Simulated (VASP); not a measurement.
# La (P6_3/mmc) in VASP: vibrations by perturbation theory with PBE

Aim: the vibrations by perturbation theory of La with PBE.

Program: VASP 6.6.1. These are calculated values, not measurements. Logs are shortened: lines on timing, memory, paths and dates and some standing lists are left out, and cuts for length are marked.

## Step 1: The cell of the first run

It takes space group P6_3/mmc (No. 194, hexagonal). Conventional cell: a = 3.774 Å, b = 3.774 Å, c = 12.149 Å, α = 90.00°, β = 90.00°, γ = 120.00°. Within 4.9 Å of La (site symmetry -3m) lie 12 La at 3.74 to 3.77 Å. La (site symmetry -6m2) has 12 La at 3.74 to 3.77 Å within 4.9 Å.

## Step 2: Vibrations by perturbation theory, PBE

The input, INCAR:

```
SYSTEM = La
ALGO = Normal
EDIFF = 1E-8
ENCUT = 500
GGA = PE
GGA_COMPAT = .FALSE.
IBRION = 8
ISIF = 2
ISMEAR = -1
KPAR = 4
LASPH = .TRUE.
LCHARG = .FALSE.
LMAXMIX = 6
LREAL = .FALSE.
LWAVE = .FALSE.
NBANDS = 30
NELM = 200
NSW = 1
PREC = Accurate
SIGMA = 0.15
```

The input, KPOINTS:

```
k-points
0
G
  15 15 4
  0 0 0
```

The input, POSCAR:

```
La
1.0
    3.7743142199      0.0000000000      0.0000000000
   -1.8871571100      3.2686519963      0.0000000000
    0.0000000000      0.0000000000     12.1489639274
La
4
Direct
    0.0000000000      0.0000000000      0.0000000000
    0.0000000000      0.0000000000      0.5000000000
    0.3333333333      0.6666666667      0.7500000000
    0.6666666667      0.3333333333      0.2500000000
```

Potentials or basis: VASP PAW PBE potentials, release 64 (La).

Command:

```sh
cat potpaw_PBE.64/La/POTCAR > POTCAR
mpirun -np 4 vasp_std > vasp.out
```

OUTCAR:

```text
SYSTEM = La
   EDIFF = 1E-8
   ENCUT = 500
   GGA = PE
   IBRION = 8
   ISIF = 2
   ISMEAR = -1
   LASPH = .TRUE.
   LREAL = .FALSE.
   NELM = 200
   NSW = 1
   PREC = Accurate

 ion  position               nearest neighbor table
   1  0.000  0.000  0.000-
   2  0.000  0.000  0.500-
   3  0.333  0.667  0.750-
   4  0.667  0.333  0.250-

  LATTYP: Found a hexagonal cell.
 ALAT       =     3.7743142199
 C/A-ratio  =     3.2188533385

  Lattice vectors:

 A1 = (   3.7743142199,   0.0000000000,   0.0000000000)
 A2 = (  -1.8871571100,   3.2686519963,   0.0000000000)
 A3 = (   0.0000000000,   0.0000000000,  12.1489639274)

Analysis of symmetry for initial positions (statically):
=====================================================================
 Subroutine PRICEL returns:
 Original cell was already a primitive cell.

 Routine SETGRP: Setting up the symmetry group for a
 hexagonal supercell.

 Subroutine GETGRP returns: Found 24 space group operations
 (whereof 12 operations were pure point group operations)
 out of a pool of 24 trial point group operations.

The static configuration has the point symmetry D_3d.
 The point group associated with its full space group is D_6h.

Analysis of symmetry for dynamics (positions and initial velocities):
=====================================================================
 Subroutine PRICEL returns:
 Original cell was already a primitive cell.

 Routine SETGRP: Setting up the symmetry group for a
 hexagonal supercell.

 Subroutine GETGRP returns: Found 24 space group operations
 (whereof 12 operations were pure point group operations)
 out of a pool of 24 trial point group operations.

[... 983 lines left out ...]

  FREE ENERGIE OF THE ION-ELECTRON SYSTEM (eV)
  ---------------------------------------------------
  free  energy   TOTEN  =       -19.7875905363 eV

  energy  without entropy=      -19.2953240339  energy(sigma->0) =      -19.54145729

[... ionic steps 2 to 9 ...]

--------------------------------------- Ionic step       10  -------------------------------------------

------------------------ aborting loop because EDIFF is reached ----------------------------------------

[... ionic steps 11 to 11 ...]

--------------------------------------- Ionic step       12  -------------------------------------------

 Free energy of the ion-electron system (eV)
  ---------------------------------------------------
  ---------------------------------------------------
  free energy    TOTEN  =        -0.35393890 eV

  energy without entropy =       -0.35393891

------------------------ aborting loop because EDIFF is reached ----------------------------------------

 INTERNAL STRAIN TENSOR  FOR ION    3  DIRECTION 3   (eV/Angst):
 -----------------------------------------------------------------------------
     0.02263 -0.00000 -0.00000
    -0.00000  0.02263  0.00000
     0.00000 -0.00000 -0.04978

 INTERNAL STRAIN TENSOR FOR ION    4 for displacements in x,y,z  (eV/Angst):
          X           Y           Z          XY          YZ          ZX
  --------------------------------------------------------------------------------
  x     0.00000    -0.00000    -0.00000    -0.68587     0.00000     0.00000
  y    -0.68587     0.68587    -0.00000    -0.00000     0.00000     0.00000
  z     0.00000     0.00000    -0.00000    -0.00000    -0.00000    -0.00000

 SECOND DERIVATIVES (NOT SYMMETRIZED)
 ------------------------------------
               1X          1Y          1Z          2X          2Y          2Z          3X          3Y          3Z          4X          4Y          4Z
  1X    -0.538044    0.000000    0.000000    0.061801   -0.000000    0.000000    0.238122   -0.000000    0.000000    0.238122   -0.000000    0.000000
  1Y     0.000000   -0.538044    0.000000   -0.000000    0.061801    0.000000   -0.000000    0.238122    0.000000   -0.000000    0.238122    0.000000
  1Z    -0.000000   -0.000000   -2.043122   -0.000000   -0.000000    0.444487    0.000000    0.000000    0.799318    0.000000    0.000000    0.799318
  2X     0.061801   -0.000000    0.000000   -0.538044    0.000000    0.000000    0.238122   -0.000000    0.000000    0.238122   -0.000000    0.000000
  2Y    -0.000000    0.061801    0.000000    0.000000   -0.538044    0.000000   -0.000000    0.238122    0.000000   -0.000000    0.238122    0.000000
  2Z     0.000000    0.000000    0.444487    0.000000    0.000000   -2.043122   -0.000000   -0.000000    0.799318   -0.000000   -0.000000    0.799318
  3X     0.228417   -0.000000    0.000000    0.228417   -0.000000   -0.000000   -0.539379    0.000000    0.000000    0.082546   -0.000000    0.000000
  3Y    -0.000000    0.228417    0.000000   -0.000000    0.228417   -0.000000    0.000000   -0.539379    0.000000   -0.000000    0.082546    0.000000
  3Z    -0.000000    0.000000    0.781895   -0.000000    0.000000    0.781895    0.000000   -0.000000   -1.987195    0.000000    0.000000    0.423404
  4X     0.228417   -0.000000    0.000000    0.228417   -0.000000   -0.000000    0.082546   -0.000000    0.000000   -0.539379    0.000000    0.000000
  4Y    -0.000000    0.228417    0.000000   -0.000000    0.228417   -0.000000   -0.000000    0.082546    0.000000    0.000000   -0.539379    0.000000
  4Z    -0.000000    0.000000    0.781895   -0.000000    0.000000    0.781895    0.000000    0.000000    0.423404    0.000000   -0.000000   -1.987195

 Eigenvectors and eigenvalues of the dynamical matrix
 ----------------------------------------------------

   1 f  =    2.358937 THz    14.821639 2PiTHz   78.685672 cm-1     9.755776 meV
             X         Y         Z           dx          dy          dz
      0.000000  0.000000  0.000000    -0.000000    0.000000   -0.502747
      0.000000  0.000000  6.074482    -0.000000    0.000000   -0.502747
     -0.000000  2.179101  9.111723    -0.000000    0.000000    0.497238
      1.887157  1.089551  3.037241     0.000000   -0.000000    0.497238
[... 71 lines left out ...]
  12 f/i=    0.013327 THz     0.083734 2PiTHz    0.444529 cm-1     0.055115 meV
             X         Y         Z           dx          dy          dz
      0.000000  0.000000  0.000000    -0.348701    0.351010   -0.000000
      0.000000  0.000000  6.074482    -0.348701    0.351010   -0.000000
     -0.000000  2.179101  9.111723    -0.356031    0.358388   -0.000000
      1.887157  1.089551  3.037241    -0.356031    0.358388   -0.000000

--------------------------------------------------------------------------------------------------------

 ELASTIC MODULI CONTR FROM IONIC RELAXATION (kBar)
 Direction    XX          YY          ZZ          XY          YZ          ZX
 --------------------------------------------------------------------------------
 XX         -16.1710     16.1710     -0.0000      0.0000     -0.0000     -0.0000
 YY          16.1710    -16.1710      0.0000      0.0000      0.0000      0.0000
 ZZ          -0.0000      0.0000     -0.0000     -0.0000     -0.0000     -0.0000
 XY           0.0000      0.0000     -0.0000    -16.1710     -0.0000     -0.0000
 YZ          -0.0000      0.0000     -0.0000     -0.0000     -0.0000     -0.0000
 ZX          -0.0000      0.0000     -0.0000     -0.0000     -0.0000     -0.0000
 --------------------------------------------------------------------------------
```

OSZICAR:

```text
N       E                     dE             d eps       ncg     rms          rms(c)
DAV:   1     0.565103217237E+03    0.56510E+03   -0.14315E+04  4860   0.192E+03
DAV:   2     0.110333884216E+03   -0.45477E+03   -0.44477E+03  7044   0.393E+02
DAV:   3    -0.402823664526E+01   -0.11436E+03   -0.11169E+03  8170   0.232E+02
DAV:   4    -0.174472429320E+02   -0.13419E+02   -0.12976E+02  9080   0.822E+01
[... 196 lines left out ...]
RMM:  38    -0.353938559392E+00   -0.73282E-07   -0.53204E-05 15529   0.142E-03    0.904E-05
RMM:  39    -0.353938614608E+00   -0.55217E-07   -0.51284E-05 15705   0.141E-03    0.987E-05
RMM:  40    -0.353938710847E+00   -0.96239E-07   -0.49276E-05 15877   0.139E-03    0.105E-04
RMM:  41    -0.353938801274E+00   -0.90427E-07   -0.47179E-05 15721   0.138E-03    0.112E-04
RMM:  42    -0.353938902816E+00   -0.10154E-06   -0.45038E-05 15510   0.136E-03    0.118E-04
 Linear response finished
```

stdout:

```text
POSCAR found type information on POSCAR La
 POSCAR found :  1 types and       4 ions
 scaLAPACK will be used
 LDA part: xc-table for (Slater+PW92), standard interpolation
 POSCAR, INCAR and KPOINTS ok, starting setup
 FFT: planning ... GRIDC
 FFT: planning ... GRID_SOFT
 FFT: planning ... GRID
 WAVECAR not read
 entering main loop
 Linear response reoptimize wavefunctions to high precision
 Linear response DOF=           4
 Linear response progress:
 first order change of Fermi-energy  -0.61552E-04
 force on displaced ion       1 direction 1 :  -0.538   0.000   0.000
 Linear response progress:
 first order change of Fermi-energy  -0.14178E-03
 force on displaced ion       1 direction 3 :  -0.000  -0.000  -2.043
 Linear response progress:
 first order change of Fermi-energy   0.15283E-04
 force on displaced ion       3 direction 1 :  -0.539   0.000   0.000
 Linear response progress:
 first order change of Fermi-energy   0.15155E-03
 force on displaced ion       3 direction 3 :  -0.000  -0.000  -1.987
 Linear response finished
```

Run time: 45 min. Hardware: 4 MPI ranks of Intel Xeon 6975P-C (Granite Rapids), shared host; peak memory 2.5 GiB.

What came out:

```yaml
Highest_phonon_frequency_at_Γ: 79 cm⁻¹
```

Phonon frequencies in cm⁻¹ (negative: imaginary):
| q point | frequencies |
| --- | --- |
| (0.000, 0.000, 0.000) | 0 0 0 34 34 35 35 43 43 69 70 79 |

Caveat: spin-orbit coupling is left out, which moves the levels of the heavy elements.
